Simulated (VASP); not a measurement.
ZrIn2Se3, 6 atoms in the cell. The structure is tetragonal, space group P-4m2 (No. 115). Conventional cell: a = 3.881 Å, b = 3.881 Å, c = 8.705 Å, α = 90.00°, β = 90.00°, γ = 90.00°. Zr (site symmetry -4m2) has 4 Se at 2.74 Å and 4 In at 3.02 Å within 3.6 Å. In (site symmetry 2mm) has 7 Se at 2.94 to 3.03 Å and 2 Zr at 3.02 Å and 4 In at 3.88 Å within 3.9 Å. Se (site symmetry 2mm) has 5 In at 2.94 to 3.03 Å and 10 Se at 3.39 to 3.88 Å and 2 Zr at 3.88 Å within 3.9 Å. Within 3.6 Å of Se (site symmetry -4m2) lie 4 Zr at 2.74 Å and 4 In at 3.02 Å. 

```yaml
Program: VASP 6.6.1
Task: single point
Functional: PBE
Potentials_or_basis: VASP PAW PBE potentials, release 64 (Zr_sv, In_d, Se)
Cutoff: 520 eV
k_mesh: 4 × 4 × 2
Occupations: gaussian, width 0.1 eV
Spin: no spin polarisation
Dipole_correction: no
Further_INCAR_settings: ALGO = Normal; EDIFF = 1e-06; NBANDS = 37
```

Potentials or basis: VASP PAW PBE potentials, release 64 (Zr_sv, In_d, Se).

Launch:

```sh
$ cat potpaw_PBE.64/Zr_sv/POTCAR potpaw_PBE.64/In_d/POTCAR potpaw_PBE.64/Se/POTCAR > POTCAR
$ mpirun -np 1 vasp_std > vasp.out
```

Hardware: 1 thread of Intel Xeon 6975P-C, on a shared host.

Problem. Estimate the wall time of this run.

Solution. Wall time 64 s on 1 thread of Intel Xeon 6975P-C, with other jobs on the host, peak memory 0.26 GiB. Counts: scf iterations 14, k points 12.
